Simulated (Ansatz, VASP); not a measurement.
AlNi in VASP and in Ansatz

```
Ni Al
1.0
     2.68600    0.00000    0.00000
     0.00000    2.68600    0.00000
     0.00000    0.00000    2.68600
Ni Al
1 1
Direct
  0.00000 0.00000 0.00000
  0.50000 0.50000 0.50000
```

Change from the starting cell: volume scaled by 0.8, PAW files.

Alike in both runs: task single point; functional PBE; k mesh 14 × 14 × 14; occupations fermi-dirac, width 0.08 eV; no spin polarisation.

```csv
,VASP,Ansatz
version,VASP 6.6.1,Ansatz 0.2.0
potentials or method,"VASP PAW PBE potentials, release 64 (Ni, Al)","PAW with Ansatz's default frozen-core files, scalar-relativistic"
plane-wave cutoff (eV),520,420
valence electrons in the cell,13,21
```

|  | VASP | Ansatz | Ansatz less VASP |
| --- | --- | --- | --- |
| pressure (GPa) | 57.4 | 57.5 | +0.14 |

Both programs put the cell under a high pressure, so it lies far from rest at this level. VASP's potentials hold 13 valence electrons a cell and Ansatz's 21, so a difference there can come from the potentials and not from the codes.
